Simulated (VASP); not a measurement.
Write the native input for VASP 6.6.1 that does the following.

* Task: single point
* Functional: PBEsol
* Potentials or basis: VASP PAW PBE potentials, release 64 (Ti_sv, Nb_sv)
* Cutoff: 520 eV
* k mesh: 4 × 4 × 4
* Occupations: gaussian, width 0.1 eV
* Spin: no spin polarisation
* Dipole correction: no
* Further INCAR settings: ALGO = Normal; EDIFF = 1e-06; NBANDS = 32

The structure of Ti3Nb lies in POSCAR:

```
Ti3Nb
1.0
    4.1334330000      0.0000000000      0.0000000000
    0.0000000000      4.1334330000      0.0000000000
    0.0000000000      0.0000000000      4.1334330000
Ti Nb
3 1
Direct
    0.0000000000      0.5000000000      0.5000000000
    0.5000000000      0.0000000000      0.5000000000
    0.5000000000      0.5000000000      0.0000000000
    0.0000000000      0.0000000000      0.0000000000
```

The input as run:

INCAR

```
SYSTEM = Ti3Nb
ALGO = Normal
EDIFF = 1E-6
ENCUT = 520
GGA = PS
ISIF = 2
ISMEAR = 0
LASPH = .True.
LCHARG = .False.
LREAL = .False.
LWAVE = .False.
NBANDS = 32
NELM = 100
PREC = Accurate
SIGMA = 0.1
```

KPOINTS

```
k-points
0
Gamma
  4 4 4
  0 0 0
```

Potentials or basis: VASP PAW PBE potentials, release 64 (Ti_sv, Nb_sv).

Launch:

```console
$ cat potpaw_PBE.64/Ti_sv/POTCAR potpaw_PBE.64/Nb_sv/POTCAR > POTCAR
$ mpirun -np 1 vasp_std > vasp.out
```

Results of the run:

- Pressure: -5.3 GPa

Caveat: the k points lie up to 0.38 Å⁻¹ apart; the PAW data sets were made with another functional, which shifts forces and pressure a little.

It took 13 s on 1 thread of Intel(R) Xeon(R) Platinum 8488C (Sapphire Rapids), on a shared host, peak memory 0.18 GiB.
